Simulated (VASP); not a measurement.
# Ru (P6_3/mmc) in VASP: a series of runs, part 2 of 2

VASP 6.6.1.

## Step 3: Relaxation of cell and atoms, PBEsol

This run uses another cell than the first one, of 13.79 Å³/atom, 0.725 times its volume.

INCAR

```
ALGO = Normal
EDIFF = 1E-7
EDIFFG = -0.04
ENCUT = 600
GGA = PS
IBRION = 2
ISIF = 3
ISMEAR = 0
LASPH = True
LCHARG = False
LREAL = False
LWAVE = False
NELM = 100
NSW = 90
PREC = Accurate
SIGMA = 0.1
```

KPOINTS

```
k-points
0
Gamma
  6 6 4
```

POSCAR

```
Ru
1.0
    3.3793162485      0.0000000000      0.0000000000
   -1.6896581242      2.9265737186      0.0000000000
    0.0000000000      0.0000000000      5.5758718100
Ru
4
Direct
    0.3333333333      0.6666666667      0.4375000000
    0.6666666667      0.3333333333      0.9375000000
    0.6666666667      0.3333333333      0.5625000000
    0.3333333333      0.6666666667      0.0625000000
```

Potentials or basis: VASP PAW PBE potentials, release 64 (Ru_pv).

Started as:

```bash
cat potpaw_PBE.64/Ru_pv/POTCAR > POTCAR
mpirun -np 1 vasp_std > vasp.out
```

Run time: 11 min. Hardware: 1 thread of Intel Xeon 6975P-C (Granite Rapids), shared host; peak memory 0.21 GiB.

It converged, with:

* Free energy: -35.3410 eV
* Relaxed volume: 19.03 Å³/atom
* Relaxed cell: a = 3.992 Å, b = 3.992 Å, c = 5.514 Å, α = 90.00°, β = 90.00°, γ = 120.00°
* Space group after relaxing (to 0.05 Å): P6_3/mmc (No. 194)
* Energy gained by relaxing: 1969.3 meV/atom
* Ionic steps: 39
* Pressure after relaxing: 0.0 GPa
* Largest force after relaxing: 0.030 eV/Å
* Band gap on the k mesh: zero (band 28 reaches 8.36 eV, above the bottom of band 29 at 6.76 eV)

Forces in eV/Å, atoms in the order of the input:
```
Ru   0.000  0.000 -0.030
Ru   0.000  0.000 -0.030
Ru   0.000  0.000  0.030
Ru   0.000  0.000  0.030
```

Stress tensor (GPa, compression positive):
```
-0.05  0.00  0.00
 0.00 -0.05  0.00
 0.00  0.00  0.11
```

Step by step:
| step | energy change (eV) | largest force (eV/Å) | pressure (GPa) | volume (Å³) |
| --- | --- | --- | --- | --- |
| 1 | 0.0000 | 0.0380 | 146.25 | 55.14 |
| 2 | 12.1734 | 0.0879 | -17.25 | 228.88 |
| 3 | 3.4422 | 0.2239 | -23.25 | 153.78 |
| 4 | -2.7160 | 0.3322 | -28.23 | 116.29 |
| 5 | -7.5483 | 0.3309 | -7.39 | 81.95 |
| 6 | -7.6100 | 0.3187 | 4.50 | 76.57 |
| 7 | -7.6345 | 0.3239 | -0.29 | 78.49 |
| 8 | -7.6335 | 0.3226 | 0.95 | 77.97 |
| 9 | -7.6352 | 0.2095 | 1.00 | 78.02 |
| 10 | -7.6387 | 0.0242 | 0.95 | 78.00 |
| 11 | -7.6384 | 0.0483 | -1.40 | 79.00 |
| 12 | -7.6404 | 0.0367 | -0.20 | 78.48 |
| 13 | -7.6417 | 0.0583 | -0.21 | 78.46 |
| 14 | -7.6455 | 0.1235 | -0.19 | 78.42 |
| 15 | -7.6622 | 0.3151 | -0.17 | 78.31 |
| 16 | -7.7122 | 0.7010 | -0.02 | 77.99 |
| 17 | -7.6880 | 1.8148 | 1.46 | 76.97 |
| 18 | -7.7327 | 1.1360 | 0.32 | 77.67 |
| 19 | -7.7297 | 1.4126 | 0.69 | 77.40 |
| 20 | -7.7339 | 1.2839 | 0.50 | 77.53 |
| 21 | -7.7340 | 1.2844 | 0.50 | 77.53 |
| 22 | -7.7341 | 1.2872 | 0.49 | 77.53 |
| 23 | -7.7344 | 1.2925 | 0.49 | 77.53 |
| 24 | -7.7348 | 1.3039 | 0.47 | 77.52 |
| 25 | -7.7355 | 1.3259 | 0.44 | 77.51 |
| 26 | -7.7357 | 1.3707 | 0.38 | 77.49 |
| 27 | -7.7368 | 1.3652 | 0.36 | 77.49 |
| 28 | -7.7401 | 1.3484 | 0.30 | 77.49 |
| 29 | -7.7466 | 1.3159 | 0.18 | 77.50 |
| 30 | -7.7591 | 1.2512 | -0.06 | 77.50 |
| 31 | -7.7818 | 1.1232 | -0.54 | 77.50 |
| 32 | -7.8174 | 0.8458 | -1.45 | 77.51 |
| 33 | -7.8412 | 0.2587 | -3.13 | 77.50 |
| 34 | -7.8417 | 0.3377 | -2.91 | 77.51 |
| 35 | -7.8536 | 0.2924 | -2.21 | 77.17 |
| 36 | -7.8739 | 0.1419 | 0.04 | 76.15 |
| 37 | -7.8753 | 0.0947 | 0.85 | 75.80 |
| 38 | -7.8766 | 0.0401 | 0.49 | 75.93 |
| 39 | -7.8772 | 0.0295 | 0.00 | 76.10 |

Final structure:
```
Ru
1.0
     3.99203    0.00000    0.00000
    -1.99601    3.45720    0.00000
     0.00000    0.00000    5.51416
Ru
4
Direct
  0.33333 0.66667 0.45956
  0.66667 0.33333 0.95956
  0.66667 0.33333 0.54044
  0.33333 0.66667 0.04044
```

Levels at points of the mesh, in eV from the Fermi level:
```
           k point  band 25  band 26  band 27  band 28  band 29  band 30  band 31  band 32
(0.00, 0.00, 0.00)    -2.05    -2.05    -0.85    -0.85     0.01     0.19     0.19     1.61
(0.50, 0.00, 0.00)    -1.23    -1.15    -1.15    -0.20     0.76     1.02     1.59     2.23
(0.00, 0.00, 0.50)    -1.46    -1.46    -1.46    -1.46    -0.98    -0.98     0.97     0.97
(0.50, 0.00, 0.50)    -1.56    -1.56     0.10     0.10     0.63     0.63     1.21     1.21
```

Caveat: the volume moved by over 15 % at a fixed basis, so the end points are rough; the PAW data sets were made with another functional, which shifts forces and pressure a little.

## Step 4: Relaxation of cell and atoms, PBEsol

This run uses another cell than the first one, of 17.20 Å³/atom, 0.904 times its volume.

INCAR

```
SYSTEM = Ru
PREC = Accurate
ENCUT = 600
EDIFF = 1E-6
ISMEAR = 0
SIGMA = 0.1
LREAL = .False.
LASPH = .True.
NELM = 100
ALGO = Normal
ISIF = 3
LWAVE = .False.
LCHARG = .False.
GGA = PS
IBRION = 2
NSW = 90
EDIFFG = -0.04
```

KPOINTS

```
regular mesh
0
Gamma
  6 6 4
  0 0 0
```

POSCAR

```
Ru
1.0
    4.0882625173      0.0000000000      0.0000000000
   -2.0441312587      3.5405391973      0.0000000000
    0.0000000000      0.0000000000      4.7532517665
Ru
4
Direct
    0.0000000000      0.0000000000      0.2500000000
    0.0000000000      0.0000000000      0.7500000000
    0.3333333333      0.6666666667      0.7500000000
    0.6666666667      0.3333333333      0.2500000000
```

Potentials or basis: VASP PAW PBE potentials, release 64 (Ru_pv).

Started as:

```bash
cat potpaw_PBE.64/Ru_pv/POTCAR > POTCAR
mpirun -np 1 vasp_std > vasp.out
```

OUTCAR:

```text
SYSTEM = Ru
   PREC = Accurate
   ENCUT = 600
   EDIFF = 1E-6
   ISMEAR = 0
   LREAL = .False.
   LASPH = .True.
   NELM = 100
   ISIF = 3
   GGA = PS
   IBRION = 2
   NSW = 90
   EDIFFG = -0.04

 ion  position               nearest neighbor table
   1  0.000  0.000  0.250-   4 2.36   4 2.36   4 2.36   2 2.38   2 2.38   3 3.35   3 3.35   3 3.35
                             3 3.35   3 3.35   3 3.35
   2  0.000  0.000  0.750-   3 2.36   3 2.36   3 2.36   1 2.38   1 2.38   4 3.35   4 3.35   4 3.35
                             4 3.35   4 3.35   4 3.35
   3  0.333  0.667  0.750-   2 2.36   2 2.36   2 2.36   4 3.35   4 3.35   4 3.35   4 3.35   1 3.35
                             1 3.35   1 3.35   1 3.35   1 3.35   1 3.35   4 3.35   4 3.35
   4  0.667  0.333  0.250-   1 2.36   1 2.36   1 2.36   3 3.35   3 3.35   3 3.35   3 3.35   2 3.35
                             2 3.35   2 3.35   2 3.35   2 3.35   2 3.35   3 3.35   3 3.35

  LATTYP: Found a hexagonal cell.
[... 195 lines left out ...]
  Total        0.5256255      0.5256255     -1.5504145     -0.0000000     -0.0000000      0.0000000
  in kB       12.2401866     12.2401866    -36.1043396     -0.0000000     -0.0000000      0.0000000
  external PRESSURE =      -3.8746555 kB  Pullay stress =       0.0000000 kB
[... 63 lines left out ...]
--------------------------------------- Ionic step        3  -------------------------------------------

 number of electron      56.0000006 magnetization

 Free energy of the ion-electron system (eV)
  ---------------------------------------------------
  ext. energy  EPLUGINS =         0.00000000
  ---------------------------------------------------
  free energy    TOTEN  =       -34.76536355 eV

  energy without entropy =      -34.73447811  energy(sigma->0) =      -34.74992083

 E-fermi :   9.4440     XC(G=0): -12.6367

 val. band max:        9.3828287446   @ k =   0.3333   0.0000   0.5000
 cond. band min:       9.4505673083   @ k =   0.3333   0.0000   0.5000
 fundamental gap:      0.0677385638
 Fermi energy:         9.4440067622

 k-point     1 :       0.0000    0.0000    0.0000
  band No.  band energies     occupation
      1     -35.0437      2.00000
      2     -34.3233      2.00000
      3     -34.3233      2.00000
      4     -34.1455      2.00000
      5     -34.1455      2.00000
      6     -33.2259      2.00000
[... 776 lines left out ...]
  FREE ENERGIE OF THE ION-ELECTRON SYSTEM (eV)
  ---------------------------------------------------
  free  energy   TOTEN  =       -34.7653635528 eV

  energy  without entropy=      -34.7344781055  energy(sigma->0) =      -34.74992083

 reached required accuracy - stopping structural energy minimisation
```

It took 66 s on 1 thread of Intel Xeon 6975P-C (Granite Rapids), shared host; peak memory 0.24 GiB.

What came out:

| Item | Value |
| --- | --- |
| Free energy | -34.7654 eV |
| Relaxed volume | 17.10 Å³/atom |
| Relaxed cell | a = 4.112 Å, b = 4.112 Å, c = 4.672 Å, α = 90.00°, β = 90.00°, γ = 120.00° |
| Space group after relaxing (to 0.05 Å) | P6_3/mmc (No. 194) |
| Energy gained by relaxing | 4.2 meV/atom |
| Ionic steps | 3 |
| Pressure after relaxing | 0.1 GPa |

Step by step:
| step | energy change (eV) | largest force (eV/Å) | pressure (GPa) | volume (Å³) |
| --- | --- | --- | --- | --- |
| 1 | 0.0000 | 0.0000 | -0.39 | 68.80 |
| 2 | -0.0168 | 0.0000 | 0.10 | 68.37 |
| 3 | -0.0170 | 0.0000 | 0.06 | 68.41 |

Final structure:
```
Ru
1.0
     4.11195    0.00000    0.00000
    -2.05597    3.56105    0.00000
     0.00000    0.00000    4.67202
Ru
4
Direct
  0.00000 0.00000 0.25000
  0.00000 0.00000 0.75000
  0.33333 0.66667 0.75000
  0.66667 0.33333 0.25000
```

Caveat: the bands computed are all filled at some k points, so no gap is given; the PAW data sets were made with another functional, which shifts forces and pressure a little.

## Step 5: Overview

```tsv
task	cell	cutoff (eV)	gap on the mesh (eV)	pressure (GPa)	relaxed volume (Å³/atom)	largest force (eV/Å)
single point	a = 3.986, b = 3.986, c = 5.530 Å, angles 90.0, 90.0, 120.0°, 4 atoms	520	none	0.3	-	0.03
relaxation of cell and atoms	relaxed from a = 3.379, b = 3.379, c = 5.576 Å, angles 90.0, 90.0, 120.0°, 4 atoms	600	none	0.0	19.03	0.03
relaxation of cell and atoms	relaxed from a = 4.088, b = 4.088, c = 4.753 Å, angles 90.0, 90.0, 120.0°, 4 atoms	600	-	0.1	17.10	-
```

Alike in all rows: level PBEsol; potentials or basis VASP PAW PBE potentials, release 64 (Ru_pv); no spin polarisation; k mesh 6 × 6 × 4; smearing gaussian 0.1 eV.

Caveats: the PAW data sets were made with another functional, which shifts forces and pressure a little; the volume moved by over 15 % at a fixed basis, so the end points are rough (some runs); the bands computed are all filled at some k points, so no gap is given (some runs).

Absolute energies hang on the potentials; compare differences alone.
